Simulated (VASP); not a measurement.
Input of a VASP 6.6.1 run:

INCAR

```
PREC = Accurate
ENCUT = 520
EDIFF = 1E-7
ISMEAR = 0
SIGMA = 0.1
LREAL = False
LASPH = True
NELM = 80
ALGO = Normal
ISIF = 2
LWAVE = False
LCHARG = False
GGA = PE
NBANDS = 16
```

Contents of KPOINTS:

```
regular mesh
0
Gamma
  6 6 2
```

File POSCAR:

```
C
1.0
    1.2159619696     -2.1479622876      0.0091232276
    1.2232502972      2.1521701653     -0.0413730204
   -0.0941886657     -0.0851463517      7.1476530721
C
4
Direct
    0.1034933285      0.9456230676      0.7488005552
    0.5908149738      0.4138432831      0.2394105085
    0.9242568809      0.0859987362      0.2421136921
    0.4285181549      0.5893271320      0.7486182121
```

Potentials or basis: VASP PAW PBE potentials, release 64 (C).

The run is started by

```bash
$ cat potpaw_PBE.64/C/POTCAR > POTCAR
$ mpirun -np 1 vasp_std > vasp.out
```

(1) What does it give for the pressure?

(2) What does it give for the band gap on the k mesh?

(3) What does it give for the largest force?

Answers

(1) 3.5 GPa.

(2) 0.10 eV.

(3) 2.594 eV/Å.

Caveat: the k points lie up to 0.49 Å⁻¹ apart; forces of over 1 eV/Å act on the atoms, so gaps and moduli don't describe the material at rest.
